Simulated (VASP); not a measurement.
Input of a VASP 6.6.1 run:

Contents of INCAR:

```
  PREC = Accurate
  ENCUT = 520
  EDIFF = 1E-7
  ISMEAR = -1
  SIGMA = 0.02
  LREAL = False
  LASPH = True
  NELM = 80
  ALGO = Normal
  ISIF = 2
  LWAVE = False
  LCHARG = False
  GGA = PE
  NBANDS = 15
```

Contents of KPOINTS:

```
regular mesh
0
Gamma
  6 6 6
```

File POSCAR:

```
KI
1.0
    4.3399765465      0.0000000000      0.0000000000
    0.0000000000      4.3399765465      0.0000000000
    0.0000000000      0.0000000000      4.3399765465
K I
1 1
Direct
    0.0000000000      0.0000000000      0.0000000000
    0.5000000000      0.5000000000      0.5000000000
```

Potentials or basis: VASP PAW PBE potentials, release 64 (K_sv, I).

Run with:

```console
$ cat potpaw_PBE.64/K_sv/POTCAR potpaw_PBE.64/I/POTCAR > POTCAR
$ mpirun -np 1 vasp_std > vasp.out
```

**Question.** Estimate the band gap on the k mesh.

**Answer.** 3.25 eV (least direct gap 3.59 eV).

**Question.** What does it give for the pressure?

**Answer.** 0.0 GPa.

Caveat: spin-orbit coupling is left out, which moves the levels of the heavy elements. A k mesh can miss the band edges.
